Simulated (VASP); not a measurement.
Set up this calculation in VASP 6.6.1, as the native input.

```
Task                               : single point
Functional                         : r2SCANh
Potentials or basis                : VASP PAW PBE potentials, release 64 (Ir)
Cutoff                             : 520 eV
k mesh                             : 6 × 6 × 6
Occupations                        : fermi-dirac, width 0.05 eV
Spin                               : no spin polarisation
Dipole correction                  : no
Grid for exact exchange (PRECFOCK) : Normal
Further INCAR settings             : ALGO = Normal; EDIFF = 1e-07; NBANDS = 10
```

Crystal: Ir.

```
Ir
1.0
     0.00000    1.95317    1.95317
     1.95317    0.00000    1.95317
     1.95317    1.95317    0.00000
Ir
1
Direct
  0.00000 0.00000 0.00000
```

The input as run:

POSCAR

```
Ir
1.0
    0.0000000000      1.9531703226      1.9531703226
    1.9531703226      0.0000000000      1.9531703226
    1.9531703226      1.9531703226      0.0000000000
Ir
1
Direct
    0.0000000000      0.0000000000      0.0000000000
```

INCAR.step1

```
ALGO = Normal
EDIFF = 1E-5
ENCUT = 520
GGA = PE
ISIF = 2
ISMEAR = -1
LASPH = T
LCHARG = F
LREAL = F
LWAVE = T
NBANDS = 10
NELM = 80
PREC = Accurate
SIGMA = 0.05
```

INCAR.step2

```
AEXX = 0.1
ALGO = Normal
EDIFF = 1E-7
ENCUT = 520
ISIF = 2
ISMEAR = -1
ISTART = 1
LASPH = T
LCHARG = F
LHFCALC = T
LMIXTAU = T
LREAL = F
LWAVE = F
METAGGA = R2SCAN
NBANDS = 10
NELM = 80
PREC = Accurate
PRECFOCK = Normal
SIGMA = 0.05
```

KPOINTS

```
k-points
0
Gamma
  6 6 6
```

Potentials or basis: VASP PAW PBE potentials, release 64 (Ir).

Launch:

```bash
$ cat potpaw_PBE.64/Ir/POTCAR > POTCAR
$ cp INCAR.step1 INCAR
$ mpirun -np 1 vasp_std > vasp.out
$ cp INCAR.step2 INCAR
$ mpirun -np 1 vasp_std > vasp.out
```

Results of the run:

```yaml
Pressure: -17.4 GPa
```

Caveat: the k points lie up to 0.46 Å⁻¹ apart; the PAW data sets were made with another functional, which shifts forces and pressure a little.

It took 8.9 min on 1 thread of Intel(R) Xeon(R) Platinum 8259CL CPU @ 2.50GHz (Skylake/Cascade Lake), with other jobs on the host, peak memory 0.15 GiB.
